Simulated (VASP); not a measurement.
Input of a VASP 6.6.1 run:

The input INCAR:

```
SYSTEM = SiC
ALGO = Normal
EDIFF = 1E-6
EDIFFG = -0.01
ENCUT = 600
GGA = PE
IBRION = 2
ISIF = 4
ISMEAR = 0
LASPH = .True.
LCHARG = .False.
LREAL = .False.
LWAVE = .False.
NELM = 80
NSW = 50
PREC = Accurate
SIGMA = 0.02
```

The input KPOINTS:

```
k-points
0
Gamma
  12 12 6
  0 0 0
```

The input POSCAR:

```
SiC
1.0
    3.1226024417      0.0000000000      0.0000000000
   -1.5613012209      2.7042530404      0.0000000000
    0.0000000000      0.0000000000      5.1240033597
Si C
2 2
Direct
    0.3333333333      0.6666666667      0.0045636683
    0.6666666667      0.3333333333      0.5045636683
    0.3333333333      0.6666666667      0.3804363317
    0.6666666667      0.3333333333      0.8804363317
```

Potentials or basis: VASP PAW PBE potentials, release 64 (Si, C).

Command:

```bash
$ cat potpaw_PBE.64/Si/POTCAR potpaw_PBE.64/C/POTCAR > POTCAR
$ mpirun -np 1 vasp_std > vasp.out
```

(1) Estimate the band gap on the k mesh.

Results:

(1) 2.36 eV (least direct gap 3.88 eV).

Caveat: the relaxation stopped at its first step, so nothing moved.
